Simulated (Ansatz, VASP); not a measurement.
## V: VASP beside Ansatz

```
V
1.0
    -1.46365    1.46365    1.46365
     1.46365   -1.46365    1.46365
     1.46365    1.46365   -1.46365
V
1
Direct
  0.00000 0.00000 0.00000
```

Alike in both runs: task single point; functional LDA; k mesh 15 × 15 × 15; occupations gaussian, width 0.1 eV; no spin polarisation.

|  | VASP | Ansatz |
| --- | --- | --- |
| version | VASP 6.6.1 | Ansatz 0.2.0 |
| potentials or method | VASP PAW LDA potentials, release 64 (V_sv), cutoff 520 eV | plane waves (420 eV) with PAW, scalar-relativistic |
| valence electrons in the cell | 13 | 13 |

```tsv
	VASP	Ansatz	Ansatz less VASP
pressure (GPa)	0.3	-0.3	-0.51
```

Ansatz warns that its potentials were made for another functional, while VASP's fit it. LDA's correlation is that of Perdew and Zunger in VASP and of Perdew and Wang (1992) in Ansatz.
